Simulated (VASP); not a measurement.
# HfC (P6_3/mmc) in VASP: further runs, part 2 of 2

VASP 6.6.1.

## 3. Single point, PBE (strained)

Contents of INCAR:

```
  PREC = Accurate
  ENCUT = 520
  EDIFF = 1E-7
  ISMEAR = 0
  SIGMA = 0.1
  LREAL = False
  LASPH = True
  NELM = 60
  ALGO = Normal
  ISIF = 2
  LWAVE = False
  LCHARG = False
  GGA = PE
  NBANDS = 22
```

Contents of KPOINTS:

```
regular mesh
0
Gamma
  15 15 8
```

Contents of POSCAR:

```
HfC
1.0
    3.4104922333      0.0000000000      0.0000000000
   -1.7052461166      2.9535729135      0.0000000000
    0.0000000000      0.0000000000      5.3860056142
Hf C
2 2
Direct
    0.6666666667      0.3333333333      0.7500000000
    0.3333333333      0.6666666667      0.2500000000
    0.0000000000      0.0000000000      0.0000000000
    0.0000000000      0.0000000000      0.5000000000
```

Potentials or basis: VASP PAW PBE potentials, release 64 (Hf_pv, C).

The run is started by

```console
$ cat potpaw_PBE.64/Hf_pv/POTCAR potpaw_PBE.64/C/POTCAR > POTCAR
$ mpirun -np 1 vasp_std > vasp.out
```

OUTCAR:

```text
PREC = Accurate
   ENCUT = 520
   EDIFF = 1E-7
   ISMEAR = 0
   LREAL = False
   LASPH = True
   NELM = 60
   ISIF = 2
   GGA = PE

 ion  position               nearest neighbor table
   1  0.667  0.333  0.750-   3 2.39   4 2.39   3 2.39   4 2.39   3 2.39   4 2.39   2 3.34   2 3.34
                             2 3.34   2 3.34   2 3.34   2 3.34
   2  0.333  0.667  0.250-   3 2.39   4 2.39   3 2.39   4 2.39   3 2.39   4 2.39   1 3.34   1 3.34
                             1 3.34   1 3.34   1 3.34   1 3.34
   3  0.000  0.000  0.000-   1 2.39   2 2.39   1 2.39   2 2.39   1 2.39   2 2.39
   4  0.000  0.000  0.500-   1 2.39   2 2.39   1 2.39   2 2.39   1 2.39   2 2.39

  LATTYP: Found a hexagonal cell.
 ALAT       =     3.4104922333
 C/A-ratio  =     1.5792458231

  Lattice vectors:

 A1 = (   3.4104922333,   0.0000000000,   0.0000000000)
 A2 = (  -1.7052461166,   2.9535729135,   0.0000000000)
 A3 = (   0.0000000000,   0.0000000000,   5.3860056142)

Analysis of symmetry for initial positions (statically):
=====================================================================
 Subroutine PRICEL returns:
 Original cell was already a primitive cell.

 Routine SETGRP: Setting up the symmetry group for a
 hexagonal supercell.

 Subroutine GETGRP returns: Found 24 space group operations
 (whereof 12 operations were pure point group operations)
 out of a pool of 24 trial point group operations.

The static configuration has the point symmetry D_3d.
 The point group associated with its full space group is D_6h.

Analysis of symmetry for dynamics (positions and initial velocities):
=====================================================================
 Subroutine PRICEL returns:
 Original cell was already a primitive cell.

 Routine SETGRP: Setting up the symmetry group for a
 hexagonal supercell.

 Subroutine GETGRP returns: Found 24 space group operations
 (whereof 12 operations were pure point group operations)
[... 125 lines left out ...]
   IMIX   =      4    mixing-type and parameters
     AMIX     =   0.40;   BMIX     =  1.00
     AMIX_MAG =   1.60;   BMIX_MAG =  1.00
  volume/ion in A,a.u.               =      13.56        91.53
  Fermi-wavevector in a.u.,A,eV,Ry     =   1.313158  2.481509 23.461668  1.724384
  Thomas-Fermi vector in A             =   2.443500
   LORBIT       =      0    0 simple, 1 ext, 2 COOP (PROOUT), +10 PAW based schemes
   GGA     = PE    functional components
   LHFCALC =     F    Hartree Fock is set to
   AEXX    =    0.0000 exact exchange contribution
   IVDW    =     0    specifies the selected vdW correction
   LEPSILON=     F    determine dielectric tensor
   LRPA    =     F    only Hartree local field effects (RPA)
 non-spin polarized calculation
 Gauss-broadening in eV      SIGMA  =   0.10
  energy-cutoff  :      520.00
  volume of cell :       54.25
 maximum number of plane-waves:      1496
 NGX is ok and might be reduce to    28
   NGX = 13   NGY = 13   NGZ = 21

 number of electron      28.0000001 magnetization

 Free energy of the ion-electron system (eV)
  ---------------------------------------------------
  ext. energy  EPLUGINS =         0.00000000
  ---------------------------------------------------
  free energy    TOTEN  =       -41.08546150 eV

  energy without entropy =      -41.08282489  energy(sigma->0) =      -41.08414320

 E-fermi :   5.9340     XC(G=0): -11.9192

 val. band max:        5.8998202665   @ k =   0.3333   0.3333   0.1250
 cond. band min:       5.9802291177   @ k =   0.1333   0.0000   0.1250
 fundamental gap:      0.0804088511
 Fermi energy:         5.9340262343

 k-point     1 :       0.0000    0.0000    0.0000
  band No.  band energies     occupation
      1     -24.9563      2.00000
      2     -24.5245      2.00000
      3     -24.5245      2.00000
      4     -24.4596      2.00000
      5     -24.4596      2.00000
      6     -24.4152      2.00000
[... 589 lines left out ...]
     21      12.3529      0.00000
     22      12.5600      0.00000

 [... further k-points ...]

------------------------ aborting loop because EDIFF is reached ----------------------------------------

  FORCE on cell =-STRESS in cart. coord.  units (eV):
  Direction    XX          YY          ZZ          XY          YZ          ZX
  --------------------------------------------------------------------------------------
  -------------------------------------------------------------------------------------
  Total       -5.4708688     -5.4708688     -5.4736701     -0.0000000     -0.0000000      0.0000000
  in kB     -161.5605478   -161.5605478   -161.6432727     -0.0000000     -0.0000000      0.0000000
  external PRESSURE =    -161.5881228 kB  Pullay stress =       0.0000000 kB

 VOLUME and BASIS-vectors are now :
 -----------------------------------------------------------------------------
  energy-cutoff  :      520.00
  volume of cell :       54.25
      direct lattice vectors                 reciprocal lattice vectors
     3.410492233  0.000000000  0.000000000     0.293212807  0.169286493  0.000000000
    -1.705246117  2.953572913  0.000000000     0.000000000  0.338572986  0.000000000
     0.000000000  0.000000000  5.386005614     0.000000000  0.000000000  0.185666349

 POSITION                                       TOTAL-FORCE (eV/Angst)
 -----------------------------------------------------------------------------------
      1.70525      0.98452      4.03950        -0.000000      0.000000      0.000000
     -0.00000      1.96905      1.34650         0.000000     -0.000000      0.000000
      0.00000      0.00000      0.00000         0.000000     -0.000000      0.000000
      0.00000      0.00000      2.69300         0.000000     -0.000000      0.000000
 -----------------------------------------------------------------------------------
    total drift:                               -0.000000      0.000000     -0.000000

  FREE ENERGIE OF THE ION-ELECTRON SYSTEM (eV)
  ---------------------------------------------------
  free  energy   TOTEN  =       -41.0854615022 eV

  energy  without entropy=      -41.0828248939  energy(sigma->0) =      -41.08414320
```

OSZICAR:

```text
N       E                     dE             d eps       ncg     rms          rms(c)
DAV:   1     0.842872736610E+02    0.84287E+02   -0.15318E+04  5940   0.124E+03
DAV:   2    -0.418914363763E+02   -0.12618E+03   -0.12032E+03  7568   0.282E+02
DAV:   3    -0.473070851372E+02   -0.54156E+01   -0.53625E+01  7750   0.422E+01
DAV:   4    -0.473682226417E+02   -0.61138E-01   -0.61069E-01  7522   0.487E+00
DAV:   5    -0.473690370214E+02   -0.81438E-03   -0.81426E-03  8028   0.480E-01    0.655E+01
DAV:   6    -0.415626600159E+02    0.58064E+01   -0.56187E+01  7052   0.242E+01    0.504E+01
DAV:   7    -0.411317838235E+02    0.43088E+00   -0.38309E+00  6890   0.868E+00    0.291E+01
DAV:   8    -0.411384420197E+02   -0.66582E-02   -0.29523E-01  7392   0.341E+00    0.761E+00
DAV:   9    -0.410886667095E+02    0.49775E-01   -0.35723E-01  7018   0.204E+00    0.344E+00
DAV:  10    -0.410870635697E+02    0.16031E-02   -0.88391E-03  7434   0.529E-01    0.142E+00
DAV:  11    -0.410855193509E+02    0.15442E-02   -0.59322E-03  7052   0.299E-01    0.465E-01
DAV:  12    -0.410854611416E+02    0.58209E-04   -0.55458E-04  7738   0.105E-01    0.286E-02
DAV:  13    -0.410854643842E+02   -0.32426E-05   -0.19066E-05  7768   0.182E-02    0.578E-02
DAV:  14    -0.410854616758E+02    0.27084E-05   -0.57974E-06  7336   0.105E-02    0.103E-02
DAV:  15    -0.410854614859E+02    0.18990E-06   -0.90075E-07  7778   0.453E-03    0.602E-04
DAV:  16    -0.410854615022E+02   -0.16340E-07   -0.10058E-08  4650   0.612E-04
   1 F= -.41085462E+02 E0= -.41084143E+02  d E =-.263661E-02
```

It took 3.1 min on 1 thread of Intel Xeon Platinum 8488C (Sapphire Rapids), shared host; peak memory 0.28 GiB.

Results:

```yaml
Free_energy: -41.0855 eV
Pressure: -16.2 GPa
Band_gap_on_the_k_mesh: zero (band 14 reaches 6.81 eV, above the bottom of band 15 at 5.54 eV)
```

Caveat: the cell differs from its parent crystal (strained); spin-orbit coupling is left out, which moves the levels of the heavy elements.

## 4. Single point, PBE (strained)

Contents of INCAR:

```
SYSTEM = HfC
PREC = Accurate ; ENCUT = 520
EDIFF = 1E-7 ; ISMEAR = 0
SIGMA = 0.1 ; LREAL = .False.
LASPH = .True. ; NELM = 100
ALGO = Normal ; ISIF = 2
LWAVE = .False. ; LCHARG = .True.
GGA = PE ; LELF = .True.
LVHAR = .True. ; NBANDS = 22
```

Contents of KPOINTS:

```
regular mesh
0
Gamma
  15 15 8
  0 0 0
```

Contents of POSCAR:

```
HfC
1.0
    3.5636289272      0.0000000000      0.0000000000
   -1.7818144636      3.0861931807      0.0000000000
    0.0000000000      0.0000000000      5.0780569726
Hf C
2 2
Direct
    0.6666666667      0.3333333333      0.7500000000
    0.3333333333      0.6666666667      0.2500000000
    0.0000000000      0.0000000000      0.0000000000
    0.0000000000      0.0000000000      0.5000000000
```

The run is started by

```console
$ cat potpaw_PBE.64/Hf_pv/POTCAR potpaw_PBE.64/C/POTCAR > POTCAR
$ mpirun -np 1 vasp_std > vasp.out
```

It took 2.6 min on 1 thread of Intel Xeon Platinum 8488C (Sapphire Rapids), shared host; peak memory 0.29 GiB.

The run converged. Its results:

| Quantity | Value |
| --- | --- |
| Free energy | -40.6485 eV |
| Pressure | -21.5 GPa |
| Band gap on the k mesh | zero (band 14 reaches 6.52 eV, above the bottom of band 15 at 5.68 eV) |

Stress tensor (GPa, compression positive):
```
-28.11   0.00   0.00
  0.00 -28.11   0.00
  0.00   0.00  -8.15
```

Levels at points of the mesh, in eV from the Fermi level:
```tsv
k point	band 12	band 13	band 14	band 15	band 16	band 17
(0.00, 0.00, 0.00)	-1.49	-1.49	0.51	1.06	1.06	1.10
(0.00, 0.00, 0.50)	-3.05	-2.61	-2.61	3.01	3.01	3.41
```

Caveat: the cell differs from its parent crystal (strained); spin-orbit coupling is left out, which moves the levels of the heavy elements.

## 5. Overview

```tsv
cell	gap on the mesh (eV)	pressure (GPa)
a = 3.456, b = 3.456, c = 5.222 Å, angles 90.0, 90.0, 120.0°, 4 atoms	none	-15.8
a = 3.410, b = 3.410, c = 5.386 Å, angles 90.0, 90.0, 120.0°, 4 atoms	none	-16.2
a = 3.564, b = 3.564, c = 5.078 Å, angles 90.0, 90.0, 120.0°, 4 atoms	none	-21.5
```

Alike in all rows: task single point; level PBE; potentials or basis VASP PAW PBE potentials, release 64 (Hf_pv, C); no spin polarisation; k mesh 15 × 15 × 8; cutoff (eV) 520; smearing gaussian 0.1 eV.

Caveats: spin-orbit coupling is left out, which moves the levels of the heavy elements.

Total energies depend on the potentials used, so only differences within one code and one set of settings carry meaning.
